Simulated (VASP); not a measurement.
A run of VASP 6.6.1 is set up as follows.

POSCAR

```
NbSi2
1.0
    2.4222737600      4.1954975500      0.0000000000
   -2.4222737600      4.1954975500      0.0000000000
    0.0000000000      0.0000000000      7.4749483200
Nb Si
3 6
Direct
    0.5000000000      0.5000000000      0.5000000000
    0.5000000000      0.0000000000      0.8333300000
    0.0000000000      0.5000000000      0.1666700000
    0.1670000000      0.1670000000      0.5000000000
    0.8330000000      0.3340000000      0.8333300000
    0.6660000000      0.1670000000      0.1666700000
    0.8330000000      0.8330000000      0.5000000000
    0.1670000000      0.6660000000      0.8333300000
    0.3340000000      0.8330000000      0.1666700000
```

Contents of INCAR.step1:

```
SYSTEM = NbSi2
PREC     = Accurate       ! precision mode
ENCUT    = 520            ! plane-wave cutoff, eV
ISMEAR   = 0              ! smearing method
SIGMA    = 0.034          ! smearing width, eV
LREAL    = .FALSE.        ! projectors in reciprocal space
LASPH    = .TRUE.         ! aspherical terms in the spheres
NELM     = 150            ! most SCF steps
LMAXMIX  = 4              ! l up to which the mixer works
LDAU     = .TRUE.         ! DFT+U
LDAUTYPE = 2            
LDAUL    = 2 -1           ! shell
LDAUU    = 3.61 0         ! U, eV
LDAUJ    = 0 0          
NBANDS   = 42             ! bands
GGA      = PE             ! functional
ALGO     = Normal         ! electronic algorithm
EDIFF    = 1E-4           ! SCF threshold, eV
LWAVE    = .TRUE.         ! write WAVECAR
LCHARG   = .FALSE.        ! write CHGCAR
```

INCAR.step2

```
SYSTEM = NbSi2
PREC     = Accurate       ! precision mode
ENCUT    = 520            ! plane-wave cutoff, eV
EDIFF    = 1E-6           ! SCF threshold, eV
ISMEAR   = 0              ! smearing method
SIGMA    = 0.034          ! smearing width, eV
LREAL    = .FALSE.        ! projectors in reciprocal space
LASPH    = .TRUE.         ! aspherical terms in the spheres
NELM     = 150            ! most SCF steps
ALGO     = Normal         ! electronic algorithm
ISIF     = 2              ! what is computed and relaxed
LWAVE    = .FALSE.        ! write WAVECAR
LCHARG   = .FALSE.        ! write CHGCAR
LMAXMIX  = 4              ! l up to which the mixer works
LDAU     = .TRUE.         ! DFT+U
LDAUTYPE = 2            
LDAUL    = 2 -1           ! shell
LDAUU    = 3.61 0         ! U, eV
LDAUJ    = 0 0          
LDAUPRINT= 1            
METAGGA  = R2SCAN         ! meta-GGA
LMIXTAU  = .TRUE.       
NBANDS   = 42             ! bands
ISTART   = 1
```

File KPOINTS:

```
regular mesh
0
G
  4 4 3
  0 0 0
```

Potentials or basis: VASP PAW PBE potentials, release 64 (Nb_sv, Si).

Command:

```console
$ cat potpaw_PBE.64/Nb_sv/POTCAR potpaw_PBE.64/Si/POTCAR > POTCAR
$ cp INCAR.step1 INCAR
$ mpirun -np 1 vasp_std > vasp.out
$ cp INCAR.step2 INCAR
$ mpirun -np 1 vasp_std > vasp.out
```

Problem. What does it give for the pressure?

Solution. -16.6 GPa.

Problem. Estimate the band gap on the k mesh.

Solution. Zero (an odd number of electrons rules out a gap without spin polarisation).

Problem. Predict the largest force.

Solution. 0.512 eV/Å.

Stress tensor (GPa, compression positive):
```
 -9.87   0.00   0.00
  0.00  -9.87   0.00
  0.00   0.00 -29.92
```

Caveat: the k points lie up to 0.37 Å⁻¹ apart, too coarse for converged energies and pressures of a metal; the PAW data sets were made with another functional, which shifts forces and pressure a little; U without spin polarisation on a metal has little footing; the U is typed as a test and isn't derived for this compound.
